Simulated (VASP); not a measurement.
**Si: relaxation of cell and atoms with PBE**

The system is Si.

```
Si
1.0
    -1.56500    1.56500    1.56500
     1.56500   -1.56500    1.56500
     1.56500    1.56500   -1.56500
Si
1
Direct
  0.00000 0.00000 0.00000
```

This isn't the form of Si at room conditions, which is diamond.

```
Program                : VASP 6.6.1
Task                   : relaxation of cell and atoms
Functional             : PBE
Potentials or basis    : VASP PAW PBE potentials, release 64 (Si)
Cutoff                 : 500 eV
k mesh                 : 11 × 11 × 11
Occupations            : fermi-dirac, width 0.05 eV
Spin                   : no spin polarisation
Target pressure        : 30 GPa
Dipole correction      : no
Further INCAR settings : ALGO = Normal; EDIFF = 1e-07; IBRION = 2; EDIFFG = -0.01; NSW = 60; ISIF = 3
```

* Relaxed volume: 11.93 Å³/atom
* Relaxed cell: a = 2.493 Å, b = 2.493 Å, c = 2.493 Å, α = 109.47°, β = 109.47°, γ = 109.47°
* Space group after relaxing (to 0.1 Å): Im-3m (No. 229)
* Energy change on relaxing (the run minimises the enthalpy): +200.1 meV/atom
* Ionic steps: 7
* Pressure after relaxing: 30.0 GPa
* Band gap on the k mesh: zero (bands 2 and 3 overlap by 17.65 eV)

Step by step:
| step | energy change (eV) | largest force (eV/Å) | pressure (GPa) | volume (Å³) |
| --- | --- | --- | --- | --- |
| 1 | 0.0000 | 0.0000 | -4.26 | 15.33 |
| 2 | 1.3467 | 0.0000 | 117.54 | 9.15 |
| 3 | 0.1698 | 0.0000 | 27.04 | 12.10 |
| 4 | 0.1941 | 0.0000 | 29.42 | 11.96 |
| 5 | 0.2056 | 0.0000 | 30.54 | 11.90 |
| 6 | 0.1939 | 0.0000 | 29.41 | 11.96 |
| 7 | 0.2001 | 0.0000 | 30.01 | 11.93 |

Final structure:
```
CELL_PARAMETERS angstrom
-1.43944 1.43944 1.43944
1.43944 -1.43944 1.43944
1.43944 1.43944 -1.43944
ATOMIC_POSITIONS crystal
Si 0.00000 0.00000 0.00000
```

Levels at points of the mesh, in eV from the Fermi level:
```
           k point  band 1  band 2  band 3  band 4  band 5  band 6
(0.00, 0.00, 0.00)  -16.24   13.47   13.47   13.47   14.29   14.29
```

It took 6.7 s on 1 thread of Intel(R) Xeon(R) 6975P-C (Granite Rapids), on a shared host, peak memory 0.12 GiB.

Caveat: the cell is relaxed towards a set pressure, so the run minimises the enthalpy, not the energy; the volume moved by over 15 % at a fixed basis, so the end points are rough.
